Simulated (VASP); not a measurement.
WC, 24 atoms in the cell. The cell holds a slab with vacuum, 24 atoms: a = 5.778 Å, b = 5.778 Å, c = 19.067 Å, α = 90.00°, β = 90.00°, γ = 120.00°. 

* Program: VASP 6.6.1
* Task: single point
* Functional: PBE
* Potentials or basis: VASP PAW PBE potentials, release 64 (W_sv, C)
* Cutoff: 520 eV
* k mesh: 3 × 3 × 1
* Occupations: fermi-dirac, width 0.05 eV
* Spin: no spin polarisation
* Dipole correction: no
* Further INCAR settings: LREAL = Auto; ALGO = Normal; EDIFF = 1e-07; NBANDS = 126

Potentials or basis: VASP PAW PBE potentials, release 64 (W_sv, C).

Run with:

```console
$ cat potpaw_PBE.64/W_sv/POTCAR potpaw_PBE.64/C/POTCAR > POTCAR
$ mpirun -np 1 vasp_std > vasp.out
```

Hardware: 1 thread of Intel(R) Xeon(R) 6975P-C (Granite Rapids), on a shared host.

How long does it take, and how much memory?

Wall time 17 min on 1 thread of Intel(R) Xeon(R) 6975P-C (Granite Rapids), on a shared host, peak memory 0.76 GiB. Counts: scf iterations 35, k points 5.
